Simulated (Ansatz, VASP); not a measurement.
# SrTiO3: VASP beside Ansatz

```
Sr Ti O
1.0
     3.98159    0.00000    0.00000
     0.00000    3.98159    0.00000
     0.00000    0.00000    3.98159
Sr Ti O
1 1 3
Direct
  0.00000 0.00000 0.00000
  0.50000 0.50000 0.50000
  0.00000 0.50000 0.50000
  0.50000 0.00000 0.50000
  0.50000 0.50000 0.00000
```

Change from the starting cell: volume scaled by 1.06.

Alike in both runs: task single point; functional PBEsol; k mesh 7 × 7 × 7; occupations fermi-dirac, width 0.05 eV; no spin polarisation.

|  | VASP | Ansatz |
| --- | --- | --- |
| version | VASP 6.6.1 | Ansatz 0.2.0 |
| potentials or method | VASP PAW PBE potentials, release 64 (Sr_sv, Ti_sv, O), cutoff 520 eV | all-electron LAPW, scalar-relativistic |

VASP gave:

```
pressure (GPa) : -10.3
```

Q: Estimate Ansatz's values.

A: Pressure (GPa): -11.0.

VASP's potentials were made for PBE, not for PBEsol. Ansatz ran all-electron here, and VASP with PAW potentials.
